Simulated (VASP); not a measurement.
Runs of VASP 6.6.1 on ZnS. The structure is that of space group F-43m (No. 216), or close to it. The cells are those of the table. 

```csv
task,cell,k mesh for the DOS,occupations for the DOS,gap on the mesh (eV),pressure (GPa)
electric field gradients,"a = 3.812 Å, angles 60.0°, 2 atoms",-,-,2.01,-1.3
electric field gradients,"a = 3.838 Å, angles 60.0°, 2 atoms",-,-,1.92,-2.7
electric field gradients,"a = 3.747 Å, angles 60.0°, 2 atoms",-,-,2.24,3.0
single point,"a = 3.812 Å, angles 60.0°, 2 atoms",-,-,2.01,-1.3
electric field gradients,"a = 3.825 Å, angles 60.0°, 2 atoms",-,-,(b),-2.0
electric field gradients,"a = 3.850 Å, angles 60.0°, 2 atoms",-,-,(a),-3.3
```

Alike in all rows: level PBEsol; potentials or basis VASP PAW PBE potentials, release 64 (Zn, S); no spin polarisation; k mesh 9 × 9 × 9; cutoff (eV) 520; smearing fermi-dirac 0.01 eV.

Task: Estimate the missing entries.

Result: (a) 1.88; (b) 1.97.

Caveats: the PAW data sets were made with another functional, which shifts forces and pressure a little.

